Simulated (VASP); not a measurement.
Here is a VASP 6.6.1 calculation.

File INCAR:

```
SYSTEM = Ga3AsP2
  ALGO = Normal
  EDIFF = 1E-6
  ENCUT = 520
  GGA = PE
  ISIF = 2
  ISMEAR = 0
  LASPH = .True.
  LCHARG = .False.
  LREAL = .False.
  LWAVE = .False.
  NBANDS = 36
  NELM = 100
  PREC = Accurate
  SIGMA = 0.1
```

KPOINTS

```
k-points
0
Gamma
  6 6 2
  0 0 0
```

Contents of POSCAR:

```
Ga3AsP2
1.0
    3.9501236971      0.0000000000      0.0000000000
   -1.9750618485      3.4209074697      0.0000000000
    0.0000000000      0.0000000000      9.6630111490
Ga P As
3 2 1
Direct
    0.0000000000      0.0000000000      0.0069276597
    0.3333333333      0.6666666667      0.6599146765
    0.6666666667      0.3333333333      0.3332091167
    0.6666666667      0.3333333333      0.5802875712
    0.0000000000      0.0000000000      0.2533312093
    0.3333333333      0.6666666667      0.9163297665
```

Potentials or basis: VASP PAW PBE potentials, release 64 (Ga_d, P, As).

Command:

```bash
$ cat potpaw_PBE.64/Ga_d/POTCAR potpaw_PBE.64/P/POTCAR potpaw_PBE.64/As/POTCAR > POTCAR
$ mpirun -np 1 vasp_std > vasp.out
```

Q: What does it give for the largest force?

A: 0.016 eV/Å.

Q: Estimate the band gap on the k mesh.

A: 0.95 eV, direct.

Forces in eV/Å, atoms in the order of the input:
```
Ga   0.000  0.000  0.014
Ga   0.000  0.000 -0.016
Ga   0.000  0.000  0.005
P    0.000  0.000 -0.004
P    0.000  0.000 -0.003
As   0.000  0.000  0.004
```

A k mesh can miss the band edges.
